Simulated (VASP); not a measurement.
# Si: relaxation of cell and atoms with r2SCAN

Crystal: Si.

```
Si
1.0
     2.72207    2.72207    0.00000
    -2.72207    2.72207    0.00000
     0.00000    2.72207    2.72207
Si
2
Direct
  0.25000 0.75000 0.50000
  0.00000 0.00000 0.00000
```

| Item | Value |
| --- | --- |
| Program | VASP 6.6.1 |
| Task | relaxation of cell and atoms |
| Functional | r2SCAN |
| Potentials or basis | VASP PAW PBE potentials, release 64 (Si) |
| Cutoff | 600 eV |
| k mesh | 8 × 8 × 8 |
| Occupations | gaussian, width 0.01 eV |
| Spin | no spin polarisation |
| Target pressure | 4 GPa |
| Dipole correction | no |
| Further INCAR settings | ALGO = Normal; EDIFF = 1e-06; IBRION = 2; EDIFFG = -0.002; NSW = 100; ISIF = 3 |

```json
{
 "Relaxed volume": "19.37 Å³/atom",
 "Relaxed cell": "a = 3.798 Å, b = 3.798 Å, c = 3.798 Å, α = 60.00°, β = 60.00°, γ = 90.00°",
 "Space group after relaxing (to 0.05 Å)": "Fd-3m (No. 227)",
 "Energy change on relaxing (the enthalpy is what falls)": "+9.0 meV/atom",
 "Ionic steps": "6",
 "Pressure after relaxing": "4.0 GPa",
 "Band gap on the k mesh": "0.76 eV, indirect (least direct gap 2.77 eV)"
}
```

The path:
| step | energy change (eV) | largest force (eV/Å) | pressure (GPa) | volume (Å³) |
| --- | --- | --- | --- | --- |
| 1 | 0.0000 | 0.0000 | -0.23 | 40.34 |
| 2 | 0.0740 | 0.0000 | 8.64 | 37.31 |
| 3 | 0.0178 | 0.0000 | 3.98 | 38.76 |
| 4 | 0.0186 | 0.0000 | 4.05 | 38.73 |
| 5 | 0.0178 | 0.0000 | 3.98 | 38.76 |
| 6 | 0.0180 | 0.0000 | 4.00 | 38.75 |

Final structure:
```cif
data_structure
_symmetry_space_group_name_H-M 'P 1'
_symmetry_Int_Tables_number 1
_cell_length_a 3.7983
_cell_length_b 3.7983
_cell_length_c 3.7983
_cell_angle_alpha 60.000
_cell_angle_beta 60.000
_cell_angle_gamma 90.000
_cell_volume 38.75
loop_
_atom_site_label
_atom_site_type_symbol
_atom_site_fract_x
_atom_site_fract_y
_atom_site_fract_z
_atom_site_occupancy
Si1 Si 0.25000 0.75000 0.50000 1
Si2 Si 0.00000 0.00000 0.00000 1
```

Levels at points of the mesh, in eV from the valence-band top:
```tsv
k point	band 1	band 2	band 3	band 4	band 5	band 6	band 7	band 8
(0.00, 0.00, 0.00)	-12.76	0.00	0.00	0.00	2.77	2.77	2.77	4.40
(0.50, 0.00, 0.00)	-10.22	-7.43	-1.30	-1.30	2.01	3.57	3.57	8.40
(0.50, 0.50, 0.00)	-8.27	-8.27	-3.10	-3.10	0.86	0.86	11.19	11.19
```

Run time: 2.1 min on 1 thread of Intel(R) Xeon(R) Platinum 8259CL CPU @ 2.50GHz (Skylake/Cascade Lake) (shared host), peak memory 0.18 GiB.

Caveat: the cell is relaxed towards a set pressure, so the enthalpy falls and the energy may rise; the PAW data sets were made with another functional, which shifts forces and pressure a little. r2SCAN opens gaps a little over a GGA but as a rule still falls short of measured ones.
